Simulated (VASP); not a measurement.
# NaCl (I4/mmm) in VASP: further runs

Runs on NaCl. Level: PBE. Tasks: single point.

All numbers are computed with VASP 6.6.1; they aren't measurements. Logs are shortened: lines on timing, memory, paths and dates and some standing lists are left out, and cuts for length are marked.

### 1 The cell of the first run

It takes space group I4/mmm (No. 139, tetragonal). Conventional cell: a = 4.005 Å, b = 4.005 Å, c = 5.437 Å, α = 90.00°, β = 90.00°, γ = 90.00°. Na (site symmetry 4/mmm) has 6 Cl at 2.72 to 2.83 Å within 3.6 Å. Cl (site symmetry 4/mmm) has 6 Na at 2.72 to 2.83 Å within 3.6 Å.

### 2 Single point, PBE (strain +0.000 along x and y, -0.040 along z)

Input file INCAR:

```
SYSTEM = NaCl
PREC = Accurate ; ENCUT = 520
EDIFF = 1E-6 ; ISMEAR = 0
SIGMA = 0.05 ; LREAL = .False.
LASPH = .True. ; NELM = 100
ALGO = Normal ; ISIF = 2
LWAVE = .False. ; LCHARG = .False.
GGA = PE ; NBANDS = 14
```

Input file KPOINTS:

```
regular mesh
0
Gamma
  8 8 8
  0 0 0
```

Input file POSCAR:

```
NaCl
1.0
    0.0000000000      2.8317500000      2.7184800000
    2.8317500000      0.0000000000      2.7184800000
    2.8317500000      2.8317500000      0.0000000000
Na Cl
1 1
Direct
    0.0000000000      0.0000000000      0.0000000000
    0.5000000000      0.5000000000      0.5000000000
```

Potentials or basis: VASP PAW PBE potentials, release 64 (Na_pv, Cl).

Command:

```sh
cat potpaw_PBE.64/Na_pv/POTCAR potpaw_PBE.64/Cl/POTCAR > POTCAR
mpirun -np 1 vasp_std > vasp.out
```

OUTCAR:

```text
SYSTEM = NaCl
   PREC = Accurate
   ENCUT = 520
   EDIFF = 1E-6
   ISMEAR = 0
   LREAL = .False.
   LASPH = .True.
   NELM = 100
   ISIF = 2
   GGA = PE

 ion  position               nearest neighbor table
   1  0.000  0.000  0.000-   2 2.72   2 2.72
   2  0.500  0.500  0.500-   1 2.72   1 2.72

  LATTYP: Found a body centered tetragonal cell.
 ALAT       =     4.0046992553
 C/A-ratio  =     1.3576450199

  Lattice vectors:

 A1 = (   0.0000000000,  -2.8317500000,  -2.7184800000)
 A2 = (   0.0000000000,   2.8317500000,  -2.7184800000)
 A3 = (   2.8317500000,   0.0000000000,   2.7184800000)

Analysis of symmetry for initial positions (statically):
=====================================================================
 Subroutine PRICEL returns:
 Original cell was already a primitive cell.

 Routine SETGRP: Setting up the symmetry group for a
 body centered tetragonal supercell.

 Subroutine GETGRP returns: Found 16 space group operations
 (whereof 16 operations were pure point group operations)
 out of a pool of 16 trial point group operations.

The static configuration has the point symmetry D_4h.

Analysis of symmetry for dynamics (positions and initial velocities):
=====================================================================
 Subroutine PRICEL returns:
 Original cell was already a primitive cell.

 Routine SETGRP: Setting up the symmetry group for a
 body centered tetragonal supercell.

 Subroutine GETGRP returns: Found 16 space group operations
 (whereof 16 operations were pure point group operations)
 out of a pool of 16 trial point group operations.

The dynamic configuration has the point symmetry D_4h.

 Subroutine INISYM returns: Found 16 space group operations
 (whereof 16 operations are pure point group operations),
 and found     1 'primitive' translations

----------------------------------------------------------------------------------------

                                     Primitive cell

  volume of cell :      43.5979

  direct lattice vectors                    reciprocal lattice vectors
     0.000000000  2.831750000  2.718480000    -0.176569259  0.176569259  0.183926312
     2.831750000  0.000000000  2.718480000     0.176569259 -0.176569259  0.183926312
     2.831750000  2.831750000  0.000000000     0.176569259  0.176569259 -0.183926312

  length of vectors
     3.925422471  3.925422471  4.004699255     0.310132705  0.310132705  0.310132705

  position of ions in fractional coordinates (direct lattice)
     0.000000000  0.000000000  0.000000000
     0.500000000  0.500000000  0.500000000

  ion indices of the primitive-cell ions
   primitive index   ion index
                 1           1
                 2           2

----------------------------------------------------------------------------------------

 KPOINTS: regular mesh

Automatic generation of k-mesh.
 Grid dimensions read from file:
 generate k-points for:    8    8    8

 Generating k-lattice:

  Cartesian coordinates                     Fractional coordinates (reciprocal lattice)
    -0.022071157  0.022071157  0.022990789     0.125000000 -0.000000000  0.000000000
     0.022071157 -0.022071157  0.022990789    -0.000000000  0.125000000  0.000000000
     0.022071157  0.022071157 -0.022990789     0.000000000  0.000000000  0.125000000

  Length of vectors
     0.038766588  0.038766588  0.038766588

  Shift w.r.t. Gamma in fractional coordinates (k-lattice)
     0.000000000  0.000000000  0.000000000

 Subroutine IBZKPT returns following result:
 ===========================================

 Found     59 irreducible k-points:

 Following reciprocal coordinates:
            Coordinates               Weight
  0.000000  0.000000  0.000000      1.000000
  0.125000  0.000000  0.000000      8.000000
  0.250000  0.000000  0.000000      8.000000
  0.375000  0.000000  0.000000      8.000000
  0.500000  0.000000  0.000000      4.000000
  0.125000  0.125000  0.000000      2.000000
[... 16 lines left out ...]
  0.250000  0.000000  0.125000     16.000000
  0.375000 -0.000000  0.125000     16.000000
 [... further k-points ...]
   k-points           NKPTS =     59   k-points in BZ     NKDIM =     59   number of bands    NBANDS=     14
   number of dos      NEDOS =    301   number of ions     NIONS =      2
   total plane-waves  NPLWV =  27000
   dimension x,y,z NGX =    30 NGY =   30 NGZ =   30
   dimension x,y,z NGXF=    60 NGYF=   60 NGZF=   60
   ions per type =               1   1
   NGX,Y,Z   is equivalent  to a cutoff of  12.71, 12.71, 12.45 a.u.
   NGXF,Y,Z  is equivalent  to a cutoff of  25.41, 25.41, 24.91 a.u.
 SYSTEM =  NaCl
   PREC   = accura    normal or accurate (medium, high low for compatibility)
   ISTART =      0    job   : 0-new  1-cont  2-samecut
   ICHARG =      2    charge: 1-file 2-atom 10-const
   ISPIN  =      1    spin polarized calculation?
   LNONCOLLINEAR =      F non collinear calculations
   LSORBIT =      F    spin-orbit coupling
   LASPH  =      T    aspherical Exc in radial PAW
   ENCUT  =  520.0 eV  38.22 Ry    6.18 a.u.   7.30  7.30  7.45*2*pi/ulx,y,z
   NELM   =    100;   NELMIN=  2; NELMDL= -5     # of ELM steps
   EDIFF  = 0.1E-05   stopping-criterion for ELM
   LREAL  =      F    real-space projection
   EDIFFG = 0.1E-04   stopping-criterion for IOM
   NSW    =      0    number of steps for IOM
   IBRION =     -1    ionic relax: 0-MD 1-quasi-New 2-CG
   NFREE  =      0    steps in history (QN), initial steepest desc. (CG)
   ISIF   =      2    stress and relaxation
   ISYM   =      2    0-nonsym 1-usesym 2-fastsym
   POTIM  = 0.5000    time-step for ionic-motion
   TEBEG  =    0.0;   TEEND  =   0.0 temperature during run
   PSTRESS=    0.0 pullay stress
   NELECT =      14.0000    total number of electrons
   NUPDOWN=      -1.0000    fix difference up-down
   EMIN   =  10.00;   EMAX   =-10.00  energy-range for DOS
   EFERMI =   0.00;   METHOD = LEGACY
   ISMEAR =     0;   SIGMA  =   0.05  broadening in eV -4-tet -1-fermi 0-gaus
   EFERMI_NEDOS =   21; number of points for ismear=-14 and -15
   IALGO  =     38    algorithm
   IMIX   =      4    mixing-type and parameters
     AMIX     =   0.40;   BMIX     =  1.00
     AMIX_MAG =   1.60;   BMIX_MAG =  1.00
  volume/ion in A,a.u.               =      21.80       147.11
  Fermi-wavevector in a.u.,A,eV,Ry     =   1.121060  2.118496 17.099469  1.256776
  Thomas-Fermi vector in A             =   2.257711
   LORBIT       =      0    0 simple, 1 ext, 2 COOP (PROOUT), +10 PAW based schemes
   GGA     = PE    functional components
   LHFCALC =     F    Hartree Fock is set to
   AEXX    =    0.0000 exact exchange contribution
   IVDW    =     0    specifies the selected vdW correction
   LEPSILON=     F    determine dielectric tensor
   LRPA    =     F    only Hartree local field effects (RPA)
 non-spin polarized calculation
 Gauss-broadening in eV      SIGMA  =   0.05
  energy-cutoff  :      520.00
  volume of cell :       43.60
 maximum number of plane-waves:      1202
 NGX is ok and might be reduce to    30
   NGX = 15   NGY = 15   NGZ = 15

 number of electron      14.0000008 magnetization

 Free energy of the ion-electron system (eV)
  ---------------------------------------------------
  ext. energy  EPLUGINS =         0.00000000
  ---------------------------------------------------
  free energy    TOTEN  =        -6.75769581 eV

  energy without entropy =       -6.75769581  energy(sigma->0) =       -6.75769581

 E-fermi :  -0.3028     XC(G=0):  -8.2859

 val. band max:       -0.5547159946   @ k =   0.0000   0.0000   0.0000
 cond. band min:       4.6536480725   @ k =   0.0000   0.0000   0.0000
 fundamental gap:      5.2083640671
 Fermi energy:        -0.3028443275

 k-point     1 :       0.0000    0.0000    0.0000
  band No.  band energies     occupation
      1     -21.3284      2.00000
      2     -21.3284      2.00000
      3     -21.3234      2.00000
      4     -13.2916      2.00000
      5      -0.5892      2.00000
      6      -0.5547      2.00000
      7      -0.5547      2.00000
      8       4.6536      0.00000
      9      10.4889      0.00000
     10      10.4889      0.00000
     11      10.7997      0.00000
     12      12.5272      0.00000
     13      13.0311      0.00000
     14      14.4484      0.00000

 k-point     2 :       0.1250    0.0000    0.0000
  band No.  band energies     occupation
      1     -21.3323      2.00000
      2     -21.3289      2.00000
      3     -21.3247      2.00000
      4     -13.2403      2.00000
      5      -0.9524      2.00000
      6      -0.6138      2.00000
      7      -0.6040      2.00000
      8       5.1604      0.00000
      9      10.0441      0.00000
     10      10.6751      0.00000
     11      10.9101      0.00000
     12      12.3186      0.00000
     13      12.7425      0.00000
     14      15.3909      0.00000

 k-point     3 :       0.2500    0.0000    0.0000
  band No.  band energies     occupation
      1     -21.3437      2.00000
      2     -21.3300      2.00000
      3     -21.3258      2.00000
      4     -13.1130      2.00000
      5      -1.7115      2.00000
      6      -0.7187      2.00000
      7      -0.7025      2.00000
      8       6.1373      0.00000
      9       9.5198      0.00000
     10      10.7082      0.00000
     11      11.0844      0.00000
     12      12.6796      0.00000
     13      12.8392      0.00000
     14      15.2996      0.00000
[... 324 lines left out ...]
 k-point    23 :       0.2500    0.0000    0.1250
  band No.  band energies     occupation
      1     -21.3402      2.00000
      2     -21.3305      2.00000
      3     -21.3265      2.00000
      4     -13.1317      2.00000
      5      -1.5102      2.00000
      6      -0.7884      2.00000
      7      -0.7514      2.00000
      8       6.1648      0.00000
      9       9.1986      0.00000
     10      10.6600      0.00000
     11      11.3488      0.00000
     12      11.8848      0.00000
     13      13.3594      0.00000
     14      16.4351      0.00000

 k-point    24 :       0.3750   -0.0000    0.1250
  band No.  band energies     occupation
      1     -21.3507      2.00000
      2     -21.3320      2.00000
      3     -21.3277      2.00000
      4     -13.0031      2.00000
      5      -2.1134      2.00000
      6      -0.9258      2.00000
      7      -0.8579      2.00000
      8       6.9415      0.00000
      9       9.3089      0.00000
     10      10.0509      0.00000
     11      11.1910      0.00000
     12      13.1087      0.00000
     13      14.4551      0.00000
     14      15.9169      0.00000

 [... further k-points ...]

------------------------ aborting loop because EDIFF is reached ----------------------------------------

  FORCE on cell =-STRESS in cart. coord.  units (eV):
  Direction    XX          YY          ZZ          XY          YZ          ZX
  --------------------------------------------------------------------------------------
  -------------------------------------------------------------------------------------
  Total        0.2558104      0.2558104      0.8486624      0.0000000      0.0000000      0.0000000
  in kB        9.4007569      9.4007569     31.1874313      0.0000000      0.0000000      0.0000000
  external PRESSURE =      16.6629817 kB  Pullay stress =       0.0000000 kB

 VOLUME and BASIS-vectors are now :
 -----------------------------------------------------------------------------
  energy-cutoff  :      520.00
  volume of cell :       43.60
      direct lattice vectors                 reciprocal lattice vectors
     0.000000000  2.831750000  2.718480000    -0.176569259  0.176569259  0.183926312
     2.831750000  0.000000000  2.718480000     0.176569259 -0.176569259  0.183926312
     2.831750000  2.831750000  0.000000000     0.176569259  0.176569259 -0.183926312

 POSITION                                       TOTAL-FORCE (eV/Angst)
 -----------------------------------------------------------------------------------
      0.00000      0.00000      0.00000         0.000000      0.000000      0.000000
      2.83175      2.83175      2.71848         0.000000      0.000000     -0.000000
 -----------------------------------------------------------------------------------
    total drift:                               -0.000000      0.000000      0.000000

  FREE ENERGIE OF THE ION-ELECTRON SYSTEM (eV)
  ---------------------------------------------------
  free  energy   TOTEN  =        -6.7576958126 eV

  energy  without entropy=       -6.7576958126  energy(sigma->0) =       -6.75769581
```

Wall time 39 s (1 thread of Intel Xeon 8259CL, shared host); peak memory 0.18 GiB.

Results:

```
Free energy            : -6.7577 eV
Pressure               : 1.7 GPa
Band gap on the k mesh : 5.21 eV
```

Caveat: the cell differs from its parent crystal (strain +0.000 along x and y, -0.040 along z).

(Continued in part 2 of 2.)
